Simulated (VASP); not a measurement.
Runs of VASP 6.6.1 on GaN. Symmetry: F-43m, No. 216, cubic system. The conventional cell has a = 4.498 Å, b = 4.498 Å, c = 4.498 Å, α = 90.00°, β = 90.00°, γ = 90.00°. Ga (site symmetry -43m) has 4 N at 1.95 Å within 2.6 Å. N (site symmetry -43m) has 4 Ga at 1.95 Å within 2.6 Å. 

| level | potentials or basis | k mesh | cutoff (eV) | grid for exact exchange (PRECFOCK) | share of exact exchange | screening parameter | gap on the mesh (eV) | pressure (GPa) |
| --- | --- | --- | --- | --- | --- | --- | --- | --- |
| LDA | VASP PAW LDA potentials, release 64 (Ga_d, N) | 4 × 4 × 4 | 520 | - | - | - | 1.76 | -4.5 |
| PBEsol+D3(BJ) | VASP PAW PBE potentials, release 64 (Ga_d, N) | 6 × 6 × 6 | 600 | - | - | - | 1.72 | -3.6 |
| PBEsol | VASP PAW PBE potentials, release 64 (Ga_d, N) | 6 × 6 × 6 | 520 | - | - | - | 1.72 | -0.2 |
| PBE-based screened hybrid | VASP PAW PBE potentials, release 64 (Ga_d, N) | 4 × 4 × 4 | 520 | Normal | 0.75 | 0.5 1/Å | 4.03 | -6.9 |
| HSE06 | VASP PAW PBE potentials, release 64 (Ga_d, N) | 4 × 4 × 4 | 520 | Normal | - | 0.2079 1/Å | (b) | (a) |
| PBEsol+D4 | VASP PAW PBE potentials, release 64 (Ga_d, N) | 6 × 6 × 6 | 600 | - | - | - | 1.72 | -3.6 |
| PBE-based screened hybrid | VASP PAW PBE potentials, release 64 (Ga_d, N) | 4 × 4 × 4 | 520 | Normal | 0.75 | 0.2078 1/Å | (c) | -11.1 |

Alike in all rows: task single point; no spin polarisation; cell as given; smearing gaussian 0.01 eV.

**Question.** Fill in the values left out.

**Answer.** (a) -0.1; (b) 3.06; (c) 5.97.

Caveats: some runs use coarse meshes; the PAW data sets were made with another functional, which shifts forces and pressure a little (some runs).

A k mesh can miss the band edges, and the runs leave out spin-orbit coupling on Ga.
